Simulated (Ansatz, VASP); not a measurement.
## Two plane-wave programs on SnMo2

```
CELL_PARAMETERS angstrom
5.66824 0.00000 0.00000
0.00000 5.66824 0.00000
0.00000 0.00000 3.65092
ATOMIC_POSITIONS crystal
Sn 0.00000 0.00000 0.00000
Sn 0.50000 0.50000 0.50000
Mo 0.30600 0.30600 0.00000
Mo 0.19400 0.80600 0.50000
Mo 0.69400 0.69400 0.00000
Mo 0.80600 0.19400 0.50000
```

Alike in both runs: task single point; functional PBE; k mesh 4 × 4 × 6; occupations gaussian, width 0.1 eV; no spin polarisation.

|  | VASP | Ansatz |
| --- | --- | --- |
| version | VASP 6.6.1 | Ansatz 0.2.0 |
| potentials or method | VASP PAW PBE potentials, release 64 (Sn_d, Mo_sv), cutoff 520 eV | scalar-relativistic, plane waves, PAW |
| valence electrons in the cell | 84 | 84 |

|  | VASP | Ansatz | Ansatz less VASP |
| --- | --- | --- | --- |
| gap on the k mesh at the Fermi level (eV) | none | none | - |
| rms of the force components (eV/Å) | 1.102 | 1.094 | -0.0079 |

Atom by atom the forces differ by 0.008 eV/Å (rms over components). A gap of «none» marks a metal or a gap that the smearing closes.
